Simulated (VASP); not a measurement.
SrMg3, 4 atoms in the cell. It takes space group Pm-3m (No. 221, cubic). Conventional cell: a = 4.943 Å, b = 4.943 Å, c = 4.943 Å, α = 90.00°, β = 90.00°, γ = 90.00°. Sr (site symmetry m-3m) has 12 Mg at 3.49 Å within 4.6 Å. Mg (site symmetry 4/mmm) has 4 Sr at 3.49 Å and 8 Mg at 3.49 Å within 4.6 Å. 

- Program: VASP 6.6.1
- Task: single point
- Functional: LDA
- Potentials or basis: VASP PAW LDA potentials, release 64 (Sr_sv, Mg)
- Cutoff: 520 eV
- k mesh: 4 × 4 × 4, shifted
- Occupations: methfessel-paxton, width 0.5 eV
- Spin: no spin polarisation
- Dipole correction: no
- Further INCAR settings: ALGO = Normal; EDIFF = 1e-06; NBANDS = 16

Potentials or basis: VASP PAW LDA potentials, release 64 (Sr_sv, Mg).

Command:

```bash
$ cat potpaw_LDA.64/Sr_sv/POTCAR potpaw_LDA.64/Mg/POTCAR > POTCAR
$ mpirun -np 1 vasp_std > vasp.out
```

Hardware: 1 thread of AMD EPYC 7R13 (shared host).

Task: Estimate the wall time of this run.

Result: It took 17 s on 1 thread of AMD EPYC 7R13, with other jobs on the host, peak memory 0.15 GiB. Counts: scf iterations 12, k points 4.
